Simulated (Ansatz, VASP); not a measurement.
**One calculation of Hg, two programs**

File INCAR:

```
SYSTEM = Hg
ALGO = Normal ; EDIFF = 1E-8
ENCUT = 410 ; GGA = PE
GGA_COMPAT = .FALSE. ; ISIF = 2
ISMEAR = -1 ; LASPH = .TRUE.
LCHARG = .FALSE. ; LEFG = .TRUE.
LREAL = .FALSE. ; LWAVE = .FALSE.
NBANDS = 37 ; NELM = 120
PREC = Accurate ; SIGMA = 0.08
```

Contents of KPOINTS:

```
k-points
0
G
  10 10 11
  0 0 0
```

POSCAR

```
Hg
1.0
    4.5400020208      0.0000000000      0.0000000000
   -2.2700010104      3.9317570832      0.0000000000
    0.0000000000      0.0000000000      3.8700000000
Hg
3
Direct
    0.3333333333      0.6666666667      0.5000000000
    0.0000000000      0.0000000000      0.0000000000
    0.6666666667      0.3333333333      0.5000000000
```

Input for Ansatz:

```yaml
crystal:
  lattice:
    - [4.5400020208, 0.0, 0.0]
    - [-2.2700010104, 3.9317570832, 0.0]
    - [0.0, 0.0, 3.87]
  atoms:
    - { symbol: Hg, position: [0.3333333333, 0.6666666667, 0.5] }
    - { symbol: Hg, position: [0.0, 0.0, 0.0] }
    - { symbol: Hg, position: [0.6666666667, 0.3333333333, 0.5] }
kpoints:
  mp_grid: { grid: [10, 10, 11] }
  band_path:
    path:
      - [0.0, 0.0, 0.0]
      - [0.5, 0.0, 0.0]
      - [0.3333333333, 0.3333333333, 0.0]
      - [0.0, 0.0, 0.0]
      - [0.0, 0.0, 0.5]
      - [0.5, 0.0, 0.5]
      - [0.3333333333, 0.3333333333, 0.5]
      - [0.0, 0.0, 0.5]
      - [0.5, 0.0, 0.5]
    npoints: 8
scf:
  occupations: { method: fermi_dirac, width: 0.08 }
hamiltonian:
  xc: pbe
  pseudopotentials: { kind: paw }
output:
  forces: true
  stress: true
  eigenvalues: true
  efg: { contact_densities: true }
  populations: true
  bader: true
  dos: { projected: true, de: 0.2, e_range: [-14, 8] }
```

Alike in both runs: task electric field gradients; functional PBE; k mesh 10 × 10 × 11; occupations fermi-dirac, width 0.08 eV; no spin polarisation.

```csv
,VASP,Ansatz
version,VASP 6.6.1,Ansatz 0.2.0
potentials or method,"VASP PAW PBE potentials, release 64 (Hg_sv_GW)","PAW with Ansatz's default frozen-core files, scalar-relativistic"
plane-wave cutoff (eV),410,420
valence electrons in the cell,60,60
```

```csv
,VASP,Ansatz,Ansatz less VASP
size of Vzz on the site where it differs most (V/Å²),294.7,266.9,-27.81
```

Spin-orbit coupling is off throughout.
